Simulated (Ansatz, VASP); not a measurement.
MgI2: VASP beside Ansatz

The input INCAR:

```
SYSTEM = MgI2
ALGO = Normal
EDIFF = 1E-7
ENCUT = 520
GGA = PE
ISIF = 2
ISMEAR = -1
LASPH = .TRUE.
LCHARG = .TRUE.
LELF = .TRUE.
LREAL = .FALSE.
LVHAR = .TRUE.
LWAVE = .FALSE.
NBANDS = 15
NELM = 60
PREC = Accurate
SIGMA = 0.02
```

Contents of KPOINTS:

```
k-points
0
G
  12 12 4
  0 0 0
```

File POSCAR:

```
MgI2
1.0
    4.1572130815      0.0000000000      0.0000000000
   -2.0786065407      3.6002521375      0.0000000000
    0.0000000000      0.0000000000      6.7702252789
Mg I
1 2
Direct
    0.0000000000      0.0000000000      0.0000000000
    0.3333333333      0.6666666667      0.2454183087
    0.6666666667      0.3333333333      0.7545816913
```

Input for Ansatz:

```yaml
crystal:
  lattice:
    - [4.1572130815, 0.0, 0.0]
    - [-2.0786065407, 3.6002521375, 0.0]
    - [0.0, 0.0, 6.7702252789]
  atoms:
    - { symbol: Mg, position: [0.0, 0.0, 0.0] }
    - { symbol: I, position: [0.3333333333, 0.6666666667, 0.2454183087] }
    - { symbol: I, position: [0.6666666667, 0.3333333333, 0.7545816913] }
kpoints:
  mp_grid: { grid: [12, 12, 4] }
  band_path:
    path:
      - [0.0, 0.0, 0.0]
      - [0.5, 0.0, 0.0]
      - [0.3333333333, 0.3333333333, 0.0]
      - [0.0, 0.0, 0.5]
      - [0.5, 0.0, 0.5]
      - [0.3333333333, 0.3333333333, 0.5]
      - [0.0, 0.463542, 0.317708]
    npoints: 1
hamiltonian:
  xc: pbe
scf:
  occupations: { method: fermi_dirac, width: 0.02 }
  n_extra_bands: 4
output:
  forces: true
  stress: true
  eigenvalues: true
```

Change from the starting cell: uniaxial_z strain -1.5%.

Alike in both runs: task single point; functional PBE; k mesh 12 × 12 × 4; occupations fermi-dirac, width 0.02 eV; no spin polarisation.

|  | VASP | Ansatz |
| --- | --- | --- |
| version | VASP 6.6.1 | Ansatz 0.2.0 |
| potentials or method | VASP PAW PBE potentials, release 64 (Mg, I) | plane waves, PAW |
| plane-wave cutoff (eV) | 520 | 420 |
| valence electrons in the cell | 16 | 44 |

Ansatz gave:

| Quantity | Value |
| --- | --- |
| gap on the k mesh at the Fermi level (eV) | 3.45 |
| pressure (GPa) | 1.3 |
| traceless stress, the component that is largest in VASP (GPa) | 0.30 |
| rms of the force components (eV/Å) | 0.006 |

**Question.** Estimate VASP's values.

**Answer.** gap on the k mesh at the Fermi level (eV): 3.43; pressure (GPa): 1.3; traceless stress, the component that is largest in VASP (GPa): 0.31; rms of the force components (eV/Å): 0.001.

Atom by atom the forces differ by 0.005 eV/Å (rms over components). VASP's potentials hold 16 valence electrons a cell and Ansatz's 44, so a difference there can come from the potentials and not from the codes.

Spin-orbit coupling is off throughout.
